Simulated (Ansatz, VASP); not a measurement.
**One calculation of PbS, two programs**

Contents of INCAR:

```
SYSTEM = PbS
  ALGO = Normal
  EDIFF = 1E-6
  ENCUT = 520
  GGA = RE
  ISIF = 2
  ISMEAR = -1
  LASPH = .True.
  LCHARG = .False.
  LREAL = .False.
  LWAVE = .False.
  NBANDS = 28
  NELM = 100
  PREC = Accurate
  SIGMA = 0.05
```

KPOINTS

```
k-points
0
Gamma
  7 7 6
  0 0 0
```

The input POSCAR:

```
PbS
1.0
    2.0374927668     -5.8689911821      0.0000000000
    2.0374927668      5.8689911821      0.0000000000
    0.0000000000      0.0000000000      4.1919633476
Pb S
2 2
Direct
    0.1305633500      0.8694366500      0.2500000000
    0.8694366500      0.1305633500      0.7500000000
    0.3547970900      0.6452029100      0.2500000000
    0.6452029100      0.3547970900      0.7500000000
```

The input input.yaml:

```yaml
crystal:
  lattice:
    - [2.0374927668, -5.8689911821, 0.0]
    - [2.0374927668, 5.8689911821, 0.0]
    - [0.0, 0.0, 4.1919633476]
  atoms:
    - { symbol: Pb, position: [0.13056335, 0.86943665, 0.25] }
    - { symbol: Pb, position: [0.86943665, 0.13056335, 0.75] }
    - { symbol: S, position: [0.35479709, 0.64520291, 0.25] }
    - { symbol: S, position: [0.64520291, 0.35479709, 0.75] }
hamiltonian:
  xc: revpbe
  pseudopotentials: { kind: paw }
kpoints:
  mp_grid: { grid: [7, 7, 6] }
scf:
  occupations: { method: fermi_dirac, width: 0.05 }
output:
  forces: true
  stress: true
  eigenvalues: true
```

Alike in both runs: task single point; functional revPBE; k mesh 7 × 7 × 6; occupations fermi-dirac, width 0.05 eV; no spin polarisation.

|  | VASP | Ansatz |
| --- | --- | --- |
| version | VASP 6.6.1 | Ansatz 0.2.0 |
| potentials or method | VASP PAW PBE potentials, release 64 (Pb_d, S) | Ansatz PAW |
| plane-wave cutoff (eV) | 520 | 420 |
| valence electrons in the cell | 40 | 40 |

Ansatz gave:

* gap on the k mesh at the Fermi level (eV): 1.17
* least direct gap on the mesh (eV): 1.46
* pressure (GPa): 6.5
* traceless stress, the component that is largest in VASP (GPa): 0.19
* rms of the force components (eV/Å): 0.262

Task: Which values does VASP return?

Result: gap on the k mesh at the Fermi level (eV): 1.17; least direct gap on the mesh (eV): 1.46; pressure (GPa): 6.4; traceless stress, the component that is largest in VASP (GPa): 0.17; rms of the force components (eV/Å): 0.258.

VASP's potentials were made for PBE, not for revPBE. Atom by atom the forces differ by 0.004 eV/Å (rms over components).

Spin-orbit coupling is off throughout. Noted on Ansatz's run: odd divisions of the mesh miss points on the zone boundary, where band edges often lie, so the gap on the mesh can be too wide.
